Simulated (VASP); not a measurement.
Input of a VASP 6.6.1 run:

INCAR

```
SYSTEM = Al2Cu
PREC     = Accurate       ! precision mode
ENCUT    = 520            ! plane-wave cutoff, eV
EDIFF    = 1E-7           ! SCF threshold, eV
ISMEAR   = 0              ! smearing method
SIGMA    = 0.1            ! smearing width, eV
LREAL    = .False.        ! projectors in reciprocal space
LASPH    = .True.         ! aspherical terms in the spheres
NELM     = 60             ! most SCF steps
ALGO     = Fast           ! electronic algorithm
ISIF     = 2              ! what is computed and relaxed
LWAVE    = .False.        ! write WAVECAR
LCHARG   = .True.         ! write CHGCAR
GGA      = PE             ! functional
LELF     = .True.         ! ELF
LVHAR    = .True.       
NBANDS   = 26             ! bands
```

Contents of KPOINTS:

```
Automatic mesh
0
Gamma
  18 18 4
  0 0 0
```

Contents of POSCAR:

```
Al2Cu
1.0
    2.7951690129      0.0000000000      0.0000000000
   -1.3975845065      2.4206873731      0.0000000000
    0.0000000000      0.0000000000     13.0496422700
Al Cu
4 2
Direct
    0.3333333333      0.6666666667      0.5000000000
    0.6666666667      0.3333333333      0.0000000000
    0.6666666667      0.3333333333      0.3147635277
    0.6666666667      0.3333333333      0.6852364723
    0.3333333333      0.6666666667      0.8445442901
    0.3333333333      0.6666666667      0.1554557099
```

Potentials or basis: VASP PAW PBE potentials, release 64 (Al, Cu).

Launch:

```console
$ cat potpaw_PBE.64/Al/POTCAR potpaw_PBE.64/Cu/POTCAR > POTCAR
$ mpirun -np 1 vasp_std > vasp.out
```

Question: Predict the largest force.

Answer: 0.015 eV/Å.

Question: Predict the pressure.

Answer: 0.1 GPa.

Question: What does it give for the band gap on the k mesh?

Answer: Zero (bands 17 and 18 overlap by 2.61 eV).

Stress tensor (GPa, compression positive):
```
0.07 0.00 0.00
0.00 0.07 0.00
0.00 0.00 0.17
```
